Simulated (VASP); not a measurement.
A run of VASP 6.6.1 is set up as follows.

INCAR

```
ALGO = Normal
EDIFF = 1E-6
ENCUT = 520
GGA = RE
ISIF = 2
ISMEAR = -1
IVDW = 13
LASPH = True
LCHARG = True
LELF = True
LREAL = False
LVHAR = True
LWAVE = False
NBANDS = 21
NELM = 100
PREC = Accurate
SIGMA = 0.05
```

KPOINTS

```
k-points
0
Gamma
  9 9 9
```

Contents of POSCAR:

```
Sn
1.0
   -2.9260861967      2.9260861967      1.5825146804
    2.9260861967     -2.9260861967      1.5825146804
    2.9260861967      2.9260861967     -1.5825146804
Sn
2
Direct
    0.0000000000      0.0000000000      0.0000000000
    0.7500000000      0.2500000000      0.5000000000
```

Potentials or basis: VASP PAW PBE potentials, release 64 (Sn_d).

The run is started by

```console
$ cat potpaw_PBE.64/Sn_d/POTCAR > POTCAR
$ mpirun -np 1 vasp_std > vasp.out
```

Predict the band gap on the k mesh.

zero (band 14 reaches 9.30 eV, above the bottom of band 15 at 5.27 eV).

Predict the pressure.

0.0 GPa.

Predict the dispersion energy per atom.

-0.644 eV.

Caveat: the PAW data sets were made with another functional, which shifts forces and pressure a little; spin-orbit coupling is left out, which moves the levels of the heavy elements; pairwise dispersion overbinds metals, which lowers pressure and volume.
